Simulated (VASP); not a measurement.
# BaS (Fm-3m) in VASP: G0W0 quasiparticle levels with PBE

Aim: the G0W0 quasiparticle levels of BaS with PBE.

Program: VASP 6.6.1. These are calculated values, not measurements. Logs are shortened: lines on timing, memory, paths and dates and some standing lists are left out, and cuts for length are marked.

### Step 1. The cell of the first run

It takes space group Fm-3m (No. 225, cubic). The conventional cell has a = 6.424 Å, b = 6.424 Å, c = 6.424 Å, α = 90.00°, β = 90.00°, γ = 90.00°. Ba (site symmetry m-3m) has 6 S at 3.21 Å within 4.2 Å. S (site symmetry m-3m) has 6 Ba at 3.21 Å within 4.2 Å.

### Step 2. G0W0 quasiparticle levels, PBE

POSCAR reads:

```
BaS
1.0
    0.0000000000      3.2119099333      3.2119099333
    3.2119099333      0.0000000000      3.2119099333
    3.2119099333      3.2119099333      0.0000000000
Ba S
1 1
Direct
    0.0000000000      0.0000000000      0.0000000000
    0.5000000000      0.5000000000      0.5000000000
```

INCAR.step1 reads:

```
ALGO = Normal
EDIFF = 1E-8
ENCUT = 500
GGA = PE
ISMEAR = 0
LASPH = T
LCHARG = F
LREAL = F
LWAVE = T
NELM = 80
PREC = Accurate
SIGMA = 0.01
```

INCAR.step2 reads:

```
ALGO = Exact
EDIFF = 1E-8
ENCUT = 500
GGA = PE
ISMEAR = 0
ISTART = 1
LASPH = T
LCHARG = F
LOPTICS = T
LREAL = F
LWAVE = T
NBANDS = 205
NELM = 1
PREC = Accurate
SIGMA = 0.01
```

INCAR.step3 reads:

```
ALGO = EVGW0
EDIFF = 1E-8
ENCUT = 500
ENCUTGW = 120.0
GGA = PE
ISMEAR = 0
ISTART = 1
LASPH = T
LCHARG = F
LREAL = F
LWAVE = F
NBANDS = 205
NBANDSGW = 16
NELMGW = 1
NOMEGA = 96
OMEGAMAX = 20
PREC = Accurate
PRECFOCK = Fast
SIGMA = 0.01
```

KPOINTS reads:

```
k-points
0
Gamma
  4 4 4
```

Potentials or basis: VASP PAW PBE potentials, release 64 (Ba_sv_GW, S_GW).

Launch:

```
$ cat potpaw_PBE.64/Ba_sv_GW/POTCAR potpaw_PBE.64/S_GW/POTCAR > POTCAR
$ cp INCAR.step1 INCAR
$ mpirun -np 1 vasp_std > vasp.out
$ cp INCAR.step2 INCAR
$ mpirun -np 1 vasp_std > vasp.out
$ cp INCAR.step3 INCAR
$ mpirun -np 1 vasp_std > vasp.out
```

OUTCAR:

```text
EDIFF = 1E-8
   ENCUT = 500
   ENCUTGW = 120.0
   GGA = PE
   ISMEAR = 0
   ISTART = 1
   LASPH = T
   LREAL = F
   NELMGW = 1
   PREC = Accurate
   PRECFOCK = Fast

 ion  position               nearest neighbor table
   1  0.000  0.000  0.000-
   2  0.500  0.500  0.500-

  LATTYP: Found a face centered cubic cell.
 ALAT       =     6.4238198666

  Lattice vectors:

 A1 = (   0.0000000000,   3.2119099333,   3.2119099333)
 A2 = (   3.2119099333,   0.0000000000,   3.2119099333)
 A3 = (   3.2119099333,   3.2119099333,   0.0000000000)

Analysis of symmetry for initial positions (statically):
=====================================================================
 Subroutine PRICEL returns:
 Original cell was already a primitive cell.

 Routine SETGRP: Setting up the symmetry group for a
 face centered cubic supercell.

 Subroutine GETGRP returns: Found 48 space group operations
 (whereof 48 operations were pure point group operations)
 out of a pool of 48 trial point group operations.

The static configuration has the point symmetry O_h .

Analysis of symmetry for dynamics (positions and initial velocities):
=====================================================================
 Subroutine PRICEL returns:
 Original cell was already a primitive cell.

 Routine SETGRP: Setting up the symmetry group for a
 face centered cubic supercell.

 Subroutine GETGRP returns: Found 48 space group operations
 (whereof 48 operations were pure point group operations)
 out of a pool of 48 trial point group operations.

The dynamic configuration has the point symmetry O_h .

 Subroutine INISYM returns: Found 48 space group operations
 (whereof 48 operations are pure point group operations),
 and found     1 'primitive' translations

----------------------------------------------------------------------------------------

                                     Primitive cell

  volume of cell :      66.2705

  direct lattice vectors                    reciprocal lattice vectors
     0.000000000  3.211909933  3.211909933    -0.155670617  0.155670617  0.155670617
     3.211909933  0.000000000  3.211909933     0.155670617 -0.155670617  0.155670617
     3.211909933  3.211909933  0.000000000     0.155670617  0.155670617 -0.155670617

  length of vectors
     4.542326589  4.542326589  4.542326589     0.269629417  0.269629417  0.269629417

  position of ions in fractional coordinates (direct lattice)
     0.000000000  0.000000000  0.000000000
     0.500000000  0.500000000  0.500000000

  ion indices of the primitive-cell ions
   primitive index   ion index
                 1           1
                 2           2

----------------------------------------------------------------------------------------

 KPOINTS: k-points

Automatic generation of k-mesh.
 Grid dimensions read from file:
 generate k-points for:    4    4    4

 Generating k-lattice:

  Cartesian coordinates                     Fractional coordinates (reciprocal lattice)
    -0.038917654  0.038917654  0.038917654     0.250000000  0.000000000  0.000000000
     0.038917654 -0.038917654  0.038917654     0.000000000  0.250000000  0.000000000
     0.038917654  0.038917654 -0.038917654     0.000000000  0.000000000  0.250000000

  Length of vectors
     0.067407354  0.067407354  0.067407354

  Shift w.r.t. Gamma in fractional coordinates (k-lattice)
     0.000000000  0.000000000  0.000000000

 Subroutine IBZKPT returns following result:
 ===========================================

 Found      8 irreducible k-points:

 Following reciprocal coordinates:
            Coordinates               Weight
  0.000000  0.000000  0.000000      1.000000
  0.250000  0.000000  0.000000      8.000000
  0.500000  0.000000  0.000000      4.000000
  0.250000  0.250000  0.000000      6.000000
  0.500000  0.250000  0.000000     24.000000
 -0.250000  0.250000  0.000000     12.000000
  0.500000  0.500000  0.000000      3.000000
 -0.250000  0.500000  0.250000      6.000000
   k-points           NKPTS =      8   k-points in BZ     NKDIM =     64   number of bands    NBANDS=    205
   number of dos      NEDOS =    301   number of ions     NIONS =      2
   total plane-waves  NPLWV =  46656
   dimension x,y,z NGX =    36 NGY =   36 NGZ =   36
   dimension x,y,z NGXF=    72 NGYF=   72 NGZF=   72
   ions per type =               1   1
   NGX,Y,Z   is equivalent  to a cutoff of  13.18, 13.18, 13.18 a.u.
   NGXF,Y,Z  is equivalent  to a cutoff of  26.35, 26.35, 26.35 a.u.
 SYSTEM =  unknown system
   PREC   = accura    normal or accurate (medium, high low for compatibility)
   ISTART =      1    job   : 0-new  1-cont  2-samecut
   ICHARG =      0    charge: 1-file 2-atom 10-const
   ISPIN  =      1    spin polarized calculation?
   LNONCOLLINEAR =      F non collinear calculations
   LSORBIT =      F    spin-orbit coupling
   LASPH  =      T    aspherical Exc in radial PAW
   ENCUT  =  500.0 eV  36.75 Ry    6.06 a.u.   8.28  8.28  8.28*2*pi/ulx,y,z
   NELM   =     60;   NELMIN=  2; NELMDL=  0     # of ELM steps
   EDIFF  = 0.1E-07   stopping-criterion for ELM
   LREAL  =      F    real-space projection
   EDIFFG = 0.1E-06   stopping-criterion for IOM
   NSW    =      0    number of steps for IOM
   IBRION =     -1    ionic relax: 0-MD 1-quasi-New 2-CG
   NFREE  =      0    steps in history (QN), initial steepest desc. (CG)
   ISIF   =      0    stress and relaxation
   ISYM   =      3    0-nonsym 1-usesym 2-fastsym
   POTIM  = 0.5000    time-step for ionic-motion
   TEBEG  =    0.0;   TEEND  =   0.0 temperature during run
   PSTRESS=    0.0 pullay stress
   NELECT =      16.0000    total number of electrons
   NUPDOWN=      -1.0000    fix difference up-down
   EMIN   =  10.00;   EMAX   =-10.00  energy-range for DOS
   EFERMI =   0.00;   METHOD = LEGACY
   ISMEAR =     0;   SIGMA  =   0.01  broadening in eV -4-tet -1-fermi 0-gaus
   EFERMI_NEDOS =   21; number of points for ismear=-14 and -15
   IALGO  =     38    algorithm
   IMIX   =      4    mixing-type and parameters
     AMIX     =   0.40;   BMIX     =  1.00
     AMIX_MAG =   1.60;   BMIX_MAG =  1.00
  volume/ion in A,a.u.               =      33.14       223.61
  Fermi-wavevector in a.u.,A,eV,Ry     =   1.019393  1.926373 14.138647  1.039161
  Thomas-Fermi vector in A             =   2.152904
   LORBIT       =      0    0 simple, 1 ext, 2 COOP (PROOUT), +10 PAW based schemes
   GGA     = PE    functional components
   LHFCALC =     T    Hartree Fock is set to
   PRECFOCK=fast      Normal, Fast or Accurate (Low or Medium for compatibility)
   ENCUT4O =  -1.0   cutoff for four orbital integrals eV
   NKREDX  =     1    reduce k-point grid by
   NKREDY  =     1    reduce k-point grid by
   NKREDZ  =     1    reduce k-point grid by
   AEXX    =    1.0000 exact exchange contribution
   HFSCREEN=    0.0000 screening length (either q_TF or 0.3 A-1)
   HFSCREENC=   0.0000 screening length for correlation (either q_TF or 0.3 A-1)
   ENCUTFOCK=  -1.0 apply spherical cutoff to Coloumb kernel
   IVDW    =     0    specifies the selected vdW correction
   LEPSILON=     F    determine dielectric tensor
   LRPA    =     F    only Hartree local field effects (RPA)
   LRPAFORCE           =     F    calculate RPA forces
   ENCUTGW             = 120.0    cutoff for response function in eV
   ENCUTGWSOFT         =  96.0    soft cutoff for Coulomb kernel in GW response function in eV
   ENCUTLF             =  -1.0    cutoff for local field effects
   NELMGW              =     1    number of iterations in solving QP/BSE equation
   NELMHF              =     1    number of iterations in the inner HF iteration
   NKREDLFX            =     1    NKREDLFY  =   1   NKREDLFZ  =   1
 non-spin polarized calculation
 Gauss-broadening in eV      SIGMA  =   0.01
  energy-cutoff  :      500.00
  volume of cell :       66.27
 maximum number of plane-waves:      1700
 NGX is ok and might be reduce to    36
  NGX = 18; NGY = 18; NGZ = 18
   NGX = 17   NGY = 17   NGZ = 17
 maximum number of plane-waves:       210
 NGX is ok and might be reduce to    18

 QP shifts <psi_nk| G(iteration)W_0 |psi_nk>: iteration 1
 for sc-GW calculations column KS-energies equals QP-energies in previous step
 and V_xc(KS)=  KS-energies - (<T + V_ion + V_H > + <T+V_H+V_ion>^1  + <V_x>^1)

 k-point   1 :       0.0000    0.0000    0.0000
  band No.  KS-energies  QP-energies   sigma(KS)   V_xc(KS)     V^pw_x(r,r')   Z            occupation Imag(sigma)

      1     -23.0974     -23.7361     -16.2270     -15.1534     -24.3933       0.5949       2.0000       0.9470
      2      -8.1593      -9.6360     -15.8522     -13.9336     -19.0188       0.7696       2.0000       0.1759
      3      -8.1593      -9.6360     -15.8522     -13.9336     -19.0188       0.7696       2.0000       0.1759
      4      -8.1593      -9.6360     -15.8522     -13.9336     -19.0188       0.7696       2.0000       0.1759
      5      -7.3579      -8.1356     -14.4590     -13.3348     -21.0094       0.6918       2.0000       1.0331
      6       2.9100       2.0140     -13.7955     -12.5995     -15.6315       0.7492       2.0000       0.0511
[... 8 lines left out ...]
     15      10.3554      11.7790      -6.8700      -8.7146      -1.7906       0.7718       0.0000      -0.1779
     16      12.8210      17.2398      -8.7219     -14.8083      -2.1958       0.7260       0.0000      -0.1252

 k-point   2 :       0.2500    0.0000    0.0000
  band No.  KS-energies  QP-energies   sigma(KS)   V_xc(KS)     V^pw_x(r,r')   Z            occupation Imag(sigma)

      1     -23.0769     -23.7095     -16.2319     -15.1758     -24.4022       0.5990       2.0000       0.9410
      2      -8.8483     -10.0337     -15.0295     -13.2999     -19.4843       0.6854       2.0000       0.3842
      3      -8.1777      -9.6553     -15.8307     -13.9096     -18.9871       0.7692       2.0000       0.1699
      4      -8.1777      -9.6553     -15.8307     -13.9096     -18.9871       0.7692       2.0000       0.1699
      5      -6.6253      -7.5139     -15.2421     -14.0171     -20.5458       0.7254       2.0000       0.7264
      6       1.8320       0.8500     -12.5655     -11.2328     -14.5101       0.7369       2.0000       0.0613
[... 8 lines left out ...]
     15      11.6340      14.2424      -8.0287     -11.4630      -2.3673       0.7595       0.0000      -0.1751
     16      12.3665      15.9744      -8.7497     -13.6034      -2.6324       0.7433       0.0000      -0.1396

 k-point   3 :       0.5000    0.0000    0.0000
  band No.  KS-energies  QP-energies   sigma(KS)   V_xc(KS)     V^pw_x(r,r')   Z            occupation Imag(sigma)

      1     -23.0563     -23.6801     -16.2361     -15.1985     -24.4112       0.6012       2.0000       0.9356
      2      -9.2403     -10.3232     -14.7427     -13.0700     -19.5014       0.6474       2.0000       0.3859
      3      -8.1957      -9.6725     -15.8122     -13.8865     -18.9562       0.7669       2.0000       0.1631
      4      -8.1957      -9.6725     -15.8122     -13.8865     -18.9562       0.7669       2.0000       0.1631
      5      -6.1846      -7.0359     -15.4950     -14.3102     -20.5366       0.7185       2.0000       0.6439
      6       1.0868       0.0386     -12.0626     -10.6215     -14.2724       0.7274       2.0000       0.0826
[... 74 lines left out ...]
      1     -23.0441     -23.6792     -16.2535     -15.2118     -24.4174       0.6096       2.0000       0.9488
      2      -8.6159     -10.1352     -15.3988     -13.4001     -18.7580       0.7601       2.0000       0.2524
      3      -8.3398      -9.8404     -15.6837     -13.7339     -18.9229       0.7696       2.0000       0.2042
      4      -8.3398      -9.8404     -15.6837     -13.7339     -18.9229       0.7696       2.0000       0.2042
      5      -7.2674      -8.0117     -14.5475     -13.4738     -21.1076       0.6933       2.0000       1.0264
      6       2.4401       1.4510     -13.4533     -12.1269     -15.4429       0.7458       2.0000       0.0551
[... 8 lines left out ...]
     15      10.7680      12.0031      -8.1199      -9.7616      -3.1108       0.7524       0.0000      -0.1868
     16      11.9607      15.4770      -8.3559     -13.0575      -2.2503       0.7479       0.0000      -0.1385

 k-point   8 :      -0.2500    0.5000    0.2500
  band No.  KS-energies  QP-energies   sigma(KS)   V_xc(KS)     V^pw_x(r,r')   Z            occupation Imag(sigma)

      1     -23.0437     -23.6759     -16.2497     -15.2124     -24.4174       0.6094       2.0000       0.9445
      2      -8.6611      -9.9045     -15.2212     -13.4545     -19.4330       0.7039       2.0000       0.3550
      3      -8.4804      -9.9883     -15.5336     -13.5590     -18.8310       0.7636       2.0000       0.2288
      4      -8.4804      -9.9883     -15.5336     -13.5590     -18.8310       0.7636       2.0000       0.2288
      5      -6.7611      -7.6264     -15.1426     -13.9530     -20.6572       0.7274       2.0000       0.7763
      6       1.8757       0.8962     -13.0290     -11.6947     -15.1079       0.7341       2.0000       0.0645
[... 8 lines left out ...]
     15      11.8485      14.7956      -8.3265     -12.2464      -2.4655       0.7519       0.0000      -0.1644
     16      12.1489      13.8548      -9.9364     -12.2520      -4.6345       0.7367       0.0000      -0.1723
```

Wall time 5.1 min (1 thread of Intel Xeon Platinum 8559C (Emerald Rapids), shared host); peak memory 0.86 GiB.

What came out:

| Property | Result |
| --- | --- |
| Quasiparticle gap | 3.43 eV |
| Least direct quasiparticle gap | 3.58 eV |
| Band gap of the starting levels on the mesh | 2.23 eV |
| Least direct gap of the starting levels on the mesh | 2.34 eV |

Caveat: the k points lie up to 0.42 Å⁻¹ apart; bands, screening cutoff and mesh are small and nothing is extrapolated, so the quasiparticle values aren't converged; spin-orbit coupling is left out, which moves the levels of the heavy elements.
